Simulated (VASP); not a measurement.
# W (I4/mmm) in VASP: further runs

Runs on W. Level: r2SCAN. Tasks: single point.

Everything below comes from runs of VASP 6.6.1. Logs are shortened: lines on timing, memory, paths and dates and some standing lists are left out, and cuts for length are marked.

## 1. The cell of the first run

The structure is tetragonal, space group I4/mmm (No. 139). The conventional cell has a = 3.274 Å, b = 3.274 Å, c = 3.115 Å, α = 90.00°, β = 90.00°, γ = 90.00°. Within 3.7 Å of W (site symmetry 4/mmm) lie 14 W at 2.79 to 3.27 Å.

## 2. Single point, r2SCAN (strain +0.025 along x and y, -0.025 along z)

Input file POSCAR:

```
W
1.0
   -1.6372325000      1.6372325000      1.5573675000
    1.6372325000     -1.6372325000      1.5573675000
    1.6372325000      1.6372325000     -1.5573675000
W
1
Direct
    0.0000000000      0.0000000000      0.0000000000
```

Input file INCAR.step1:

```
ALGO = Normal
EDIFF = 1E-4
ENCUT = 520
GGA = PE
ISMEAR = 0
LASPH = T
LCHARG = F
LREAL = F
LWAVE = T
NBANDS = 13
NELM = 100
PREC = Accurate
SIGMA = 0.15
```

Input file INCAR.step2:

```
ALGO = Normal
EDIFF = 1E-6
ENCUT = 520
ISIF = 2
ISMEAR = 0
ISTART = 1
LASPH = T
LCHARG = F
LMIXTAU = T
LREAL = F
LWAVE = F
METAGGA = R2SCAN
NBANDS = 13
NELM = 100
PREC = Accurate
SIGMA = 0.15
```

Input file KPOINTS:

```
k-points
0
Gamma
  20 20 20
```

Potentials or basis: VASP PAW PBE potentials, release 64 (W_sv).

Command:

```console
cat potpaw_PBE.64/W_sv/POTCAR > POTCAR
cp INCAR.step1 INCAR
mpirun -np 1 vasp_std > vasp.out
cp INCAR.step2 INCAR
mpirun -np 1 vasp_std > vasp.out
```

OUTCAR:

```text
EDIFF = 1E-6
   ENCUT = 520
   ISIF = 2
   ISMEAR = 0
   ISTART = 1
   LASPH = T
   LREAL = F
   METAGGA = R2SCAN
   NELM = 100
   PREC = Accurate

 ion  position               nearest neighbor table
   1  0.000  0.000  0.000-

  LATTYP: Found a body centered tetragonal cell.
 ALAT       =     3.2744650000
 C/A-ratio  =     0.9512195122

  Lattice vectors:

 A1 = (  -1.6372325000,   1.6372325000,   1.5573675000)
 A2 = (   1.6372325000,  -1.6372325000,   1.5573675000)
 A3 = (   1.6372325000,   1.6372325000,  -1.5573675000)

Analysis of symmetry for initial positions (statically):
=====================================================================
 Subroutine PRICEL returns:
 Original cell was already a primitive cell.

 Routine SETGRP: Setting up the symmetry group for a
 body centered tetragonal supercell.

 Subroutine GETGRP returns: Found 16 space group operations
 (whereof 16 operations were pure point group operations)
 out of a pool of 16 trial point group operations.

The static configuration has the point symmetry D_4h.

Analysis of symmetry for dynamics (positions and initial velocities):
=====================================================================
 Subroutine PRICEL returns:
 Original cell was already a primitive cell.

 Routine SETGRP: Setting up the symmetry group for a
 body centered tetragonal supercell.

 Subroutine GETGRP returns: Found 16 space group operations
 (whereof 16 operations were pure point group operations)
 out of a pool of 16 trial point group operations.

The dynamic configuration has the point symmetry D_4h.

 Subroutine INISYM returns: Found 16 space group operations
 (whereof 16 operations are pure point group operations),
 and found     1 'primitive' translations

----------------------------------------------------------------------------------------

                                     Primitive cell

  volume of cell :      16.6983

  direct lattice vectors                    reciprocal lattice vectors
    -1.637232500  1.637232500  1.557367500     0.000000000  0.305393400  0.321054600
     1.637232500 -1.637232500  1.557367500     0.305393400  0.000000000  0.321054600
     1.637232500  1.637232500 -1.557367500     0.305393400  0.305393400  0.000000000

  length of vectors
     2.790421841  2.790421841  2.790421841     0.443104034  0.443104034  0.431891488

  position of ions in fractional coordinates (direct lattice)
     0.000000000  0.000000000  0.000000000

  ion indices of the primitive-cell ions
   primitive index   ion index
                 1           1

----------------------------------------------------------------------------------------

 KPOINTS: k-points

Automatic generation of k-mesh.
 Grid dimensions read from file:
 generate k-points for:   20   20   20

 Generating k-lattice:

  Cartesian coordinates                     Fractional coordinates (reciprocal lattice)
     0.000000000  0.015269670  0.016052730     0.050000000  0.000000000  0.000000000
     0.015269670  0.000000000  0.016052730     0.000000000  0.050000000  0.000000000
     0.015269670  0.015269670  0.000000000     0.000000000  0.000000000  0.050000000

  Length of vectors
     0.022155202  0.022155202  0.021594574

  Shift w.r.t. Gamma in fractional coordinates (k-lattice)
     0.000000000  0.000000000  0.000000000

 Subroutine IBZKPT returns following result:
 ===========================================

 Found    641 irreducible k-points:

 Following reciprocal coordinates:
            Coordinates               Weight
  0.000000  0.000000  0.000000      1.000000
  0.050000 -0.000000  0.000000      8.000000
  0.100000  0.000000  0.000000      8.000000
  0.150000 -0.000000  0.000000      8.000000
  0.200000  0.000000  0.000000      8.000000
  0.250000 -0.000000  0.000000      8.000000
[... 16 lines left out ...]
 -0.400000  0.050000  0.000000     16.000000
 -0.350000  0.050000  0.000000     16.000000
 [... further k-points ...]
   k-points           NKPTS =    641   k-points in BZ     NKDIM =    641   number of bands    NBANDS=     13
   number of dos      NEDOS =    301   number of ions     NIONS =      1
   total plane-waves  NPLWV =  13824
   dimension x,y,z NGX =    24 NGY =   24 NGZ =   24
   dimension x,y,z NGXF=    48 NGYF=   48 NGZF=   48
   ions per type =               1
   NGX,Y,Z   is equivalent  to a cutoff of  14.30, 14.30, 14.30 a.u.
   NGXF,Y,Z  is equivalent  to a cutoff of  28.60, 28.60, 28.60 a.u.
 SYSTEM =  unknown system
   PREC   = accura    normal or accurate (medium, high low for compatibility)
   ISTART =      1    job   : 0-new  1-cont  2-samecut
   ICHARG =      0    charge: 1-file 2-atom 10-const
   ISPIN  =      1    spin polarized calculation?
   LNONCOLLINEAR =      F non collinear calculations
   LSORBIT =      F    spin-orbit coupling
   LASPH  =      T    aspherical Exc in radial PAW
   ENCUT  =  520.0 eV  38.22 Ry    6.18 a.u.   5.19  5.19  5.19*2*pi/ulx,y,z
   NELM   =    100;   NELMIN=  2; NELMDL=  0     # of ELM steps
   EDIFF  = 0.1E-05   stopping-criterion for ELM
   LREAL  =      F    real-space projection
   EDIFFG = 0.1E-04   stopping-criterion for IOM
   NSW    =      0    number of steps for IOM
   IBRION =     -1    ionic relax: 0-MD 1-quasi-New 2-CG
   NFREE  =      0    steps in history (QN), initial steepest desc. (CG)
   ISIF   =      2    stress and relaxation
   ISYM   =      2    0-nonsym 1-usesym 2-fastsym
   POTIM  = 0.5000    time-step for ionic-motion
   TEBEG  =    0.0;   TEEND  =   0.0 temperature during run
   PSTRESS=    0.0 pullay stress
   NELECT =      14.0000    total number of electrons
   NUPDOWN=      -1.0000    fix difference up-down
   EMIN   =  10.00;   EMAX   =-10.00  energy-range for DOS
   EFERMI =   0.00;   METHOD = LEGACY
   ISMEAR =     0;   SIGMA  =   0.15  broadening in eV -4-tet -1-fermi 0-gaus
   EFERMI_NEDOS =   21; number of points for ismear=-14 and -15
   IALGO  =     38    algorithm
   IMIX   =      4    mixing-type and parameters
     AMIX     =   0.40;   BMIX     =  1.00
     AMIX_MAG =   1.60;   BMIX_MAG =  1.00
  volume/ion in A,a.u.               =      16.70       112.69
  Fermi-wavevector in a.u.,A,eV,Ry     =   1.543691  2.917152 32.422417  2.382980
  Thomas-Fermi vector in A             =   2.649318
   LORBIT       =      0    0 simple, 1 ext, 2 COOP (PROOUT), +10 PAW based schemes
   METAGGA = R2SCAN    functional components
   LHFCALC =     F    Hartree Fock is set to
   AEXX    =    0.0000 exact exchange contribution
   IVDW    =     0    specifies the selected vdW correction
   LEPSILON=     F    determine dielectric tensor
   LRPA    =     F    only Hartree local field effects (RPA)
 non-spin polarized calculation
 Gauss-broadening in eV      SIGMA  =   0.15
  energy-cutoff  :      520.00
  volume of cell :       16.70
 maximum number of plane-waves:       470
 NGX is ok and might be reduce to    24
   NGX = 11   NGY = 11   NGZ = 11

 number of electron      14.0000001 magnetization

 Free energy of the ion-electron system (eV)
  ---------------------------------------------------
  ext. energy  EPLUGINS =         0.00000000
  ---------------------------------------------------
  free energy    TOTEN  =       -51.29865248 eV

  energy without entropy =      -51.29486508  energy(sigma->0) =      -51.29675878

 E-fermi :  10.5792     XC(G=0): -14.6246

 val. band max:       10.5692695891   @ k =  -0.4500   0.4500   0.2000
 cond. band min:      10.5806911212   @ k =  -0.1500   0.1500   0.0000
 fundamental gap:      0.0114215321
 Fermi energy:        10.5792399327

 k-point     1 :       0.0000    0.0000    0.0000
  band No.  band energies     occupation
      1     -65.6354      2.00000
      2     -28.5797      2.00000
      3     -28.5797      2.00000
      4     -28.5518      2.00000
      5       0.7195      2.00000
      6       8.9199      2.00000
      7       9.6097      2.00000
      8       9.6097      2.00000
      9      12.5110      0.00000
     10      13.4175      0.00000
     11      25.3795      0.00000
     12      25.3795      0.00000
     13      26.4142      0.00000

 k-point     2 :       0.0500   -0.0000    0.0000
  band No.  band energies     occupation
      1     -65.6324      2.00000
      2     -28.6011      2.00000
      3     -28.5895      2.00000
      4     -28.5615      2.00000
      5       0.8412      2.00000
      6       8.9352      2.00000
      7       9.5850      2.00000
      8       9.6306      2.00000
      9      12.4964      0.00000
     10      13.3219      0.00000
     11      25.5831      0.00000
     12      25.5915      0.00000
     13      26.5790      0.00000

 k-point     3 :       0.1000    0.0000    0.0000
  band No.  band energies     occupation
      1     -65.6237      2.00000
      2     -28.6846      2.00000
      3     -28.6180      2.00000
      4     -28.5674      2.00000
      5       1.1962      2.00000
      6       8.8616      2.00000
      7       9.4921      2.00000
      8       9.8254      2.00000
      9      12.4527      0.00000
     10      13.1233      0.00000
     11      26.0427      0.00000
     12      26.2104      0.00000
     13      27.0647      0.00000

 k-point     4 :       0.1500   -0.0000    0.0000
  band No.  band energies     occupation
      1     -65.6103      2.00000
      2     -28.8182      2.00000
      3     -28.6620      2.00000
      4     -28.5713      2.00000
      5       1.7534      2.00000
      6       8.6106      2.00000
      7       9.2975      2.00000
      8      10.3124      1.98812
      9      12.4043      0.00000
     10      12.9869      0.00000
     11      26.4225      0.00000
     12      27.1922      0.00000
     13      27.7168      0.00000

 k-point     5 :       0.2000    0.0000    0.0000
  band No.  band energies     occupation
      1     -65.5932      2.00000
      2     -28.9840      2.00000
      3     -28.7171      2.00000
      4     -28.5753      2.00000
      5       2.4534      2.00000
      6       8.2641      2.00000
      7       9.0242      2.00000
      8      11.0420      0.00001
      9      12.4269      0.00000
     10      12.9785      0.00000
     11      26.3682      0.00000
     12      28.0614      0.00000
     13      28.4793      0.00000
[... 257 lines left out ...]
 k-point    22 :      -0.4500    0.0500   -0.0000
  band No.  band energies     occupation
      1     -65.5190      2.00000
      2     -29.6524      2.00000
      3     -28.9551      2.00000
      4     -28.6017      2.00000
      5       4.4398      2.00000
      6       6.9732      2.00000
      7      10.1836      1.99981
      8      12.9493      0.00000
      9      13.9325      0.00000
     10      15.8847      0.00000
     11      22.1359      0.00000
     12      23.2008      0.00000
     13      27.8939      0.00000

 k-point    23 :      -0.4000    0.0500    0.0000
  band No.  band energies     occupation
      1     -65.5303      2.00000
      2     -29.5543      2.00000
      3     -28.9190      2.00000
      4     -28.5981      2.00000
      5       4.3791      2.00000
      6       7.1548      2.00000
      7       9.4243      2.00000
      8      12.9419      0.00000
      9      13.6157      0.00000
     10      14.8990      0.00000
     11      23.0683      0.00000
     12      24.3025      0.00000
     13      29.2802      0.00000

 k-point    24 :      -0.3500    0.0500    0.0000
  band No.  band energies     occupation
      1     -65.5458      2.00000
      2     -29.4182      2.00000
      3     -28.8686      2.00000
      4     -28.5938      2.00000
      5       4.1247      2.00000
      6       7.4127      2.00000
      7       8.8586      2.00000
      8      12.7650      0.00000
      9      13.3558      0.00000
     10      13.7925      0.00000
     11      24.0860      0.00000
     12      25.7723      0.00000
     13      30.8669      0.00000

 [... further k-points ...]

------------------------ aborting loop because EDIFF is reached ----------------------------------------

  FORCE on cell =-STRESS in cart. coord.  units (eV):
  Direction    XX          YY          ZZ          XY          YZ          ZX
  --------------------------------------------------------------------------------------
  -------------------------------------------------------------------------------------
  Total       -1.8953412     -1.8953412     -0.1743943      0.0000000      0.0000000      0.0000000
  in kB     -181.8553917   -181.8553917    -16.7328957      0.0000000      0.0000000      0.0000000
  external PRESSURE =    -126.8145597 kB  Pullay stress =       0.0000000 kB

 VOLUME and BASIS-vectors are now :
 -----------------------------------------------------------------------------
  energy-cutoff  :      520.00
  volume of cell :       16.70
      direct lattice vectors                 reciprocal lattice vectors
    -1.637232500  1.637232500  1.557367500     0.000000000  0.305393400  0.321054600
     1.637232500 -1.637232500  1.557367500     0.305393400  0.000000000  0.321054600
     1.637232500  1.637232500 -1.557367500     0.305393400  0.305393400  0.000000000

 POSITION                                       TOTAL-FORCE (eV/Angst)
 -----------------------------------------------------------------------------------
      0.00000      0.00000      0.00000         0.000000      0.000000     -0.000000
 -----------------------------------------------------------------------------------
    total drift:                                0.000000      0.000000     -0.000000

  FREE ENERGIE OF THE ION-ELECTRON SYSTEM (eV)
  ---------------------------------------------------
  free  energy   TOTEN  =       -51.2986524814 eV

  energy  without entropy=      -51.2948650753  energy(sigma->0) =      -51.29675878
```

Wall time 3.3 min (1 thread of Intel Xeon 6975P-C (Granite Rapids), shared host); peak memory 0.25 GiB.

What came out:

```
Free energy            : -51.2987 eV
Pressure               : -12.7 GPa
Band gap on the k mesh : zero (bands 7 and 8 overlap by 6.07 eV)
```

Stress tensor (GPa, compression positive):
```
-18.19   0.00   0.00
  0.00 -18.19   0.00
  0.00   0.00  -1.67
```

Levels at points of the mesh, in eV from the Fermi level:
```tsv
k point	band 4	band 5	band 6	band 7	band 8	band 9	band 10	band 11
(0.00, 0.00, 0.00)	-39.13	-9.86	-1.66	-0.97	-0.97	1.93	2.84	14.80
(0.50, 0.00, 0.00)	-39.17	-6.23	-3.74	0.48	2.33	3.55	5.86	10.92
(0.50, 0.50, 0.00)	-39.14	-6.27	-3.04	0.07	1.64	2.94	5.76	10.52
(0.50, 0.50, 0.50)	-39.87	-5.68	-5.56	4.88	4.88	5.06	7.62	7.62
```

Caveat: the cell differs from its parent crystal (strain +0.025 along x and y, -0.025 along z); the cell stands under tension; the PAW data sets were made with another functional, which shifts forces and pressure a little; spin-orbit coupling is left out, which moves the levels of the heavy elements.

(Continued in part 2 of 2.)
